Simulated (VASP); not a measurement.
Here is a VASP 6.6.1 calculation.

The input INCAR:

```
PREC = Accurate ; ENCUT = 500
EDIFF = 1E-6 ; ISMEAR = 0
SIGMA = 0.05 ; LREAL = F
LASPH = T ; NELM = 120
ALGO = Normal ; ISIF = 2
LWAVE = F ; LCHARG = F
GGA = PE ; NBANDS = 16
GGA_COMPAT = F
```

File KPOINTS:

```
regular mesh
0
Gamma
  10 10 10
```

POSCAR

```
AgI
1.0
    0.0000000000      3.3564430741      3.3564430741
    3.3564430741      0.0000000000      3.3564430741
    3.3564430741      3.3564430741      0.0000000000
Ag I
1 1
Direct
    0.0000000000      0.0000000000      0.0000000000
    0.7500000000      0.7500000000      0.7500000000
```

Potentials or basis: VASP PAW PBE potentials, release 64 (Ag, I).

Launch:

```console
$ cat potpaw_PBE.64/Ag/POTCAR potpaw_PBE.64/I/POTCAR > POTCAR
$ mpirun -np 1 vasp_std > vasp.out
```

Predict the pressure.

-0.9 GPa.

Predict the band gap on the k mesh.

1.35 eV.

Caveat: spin-orbit coupling is left out, which moves the levels of the heavy elements. A k mesh can miss the band edges.
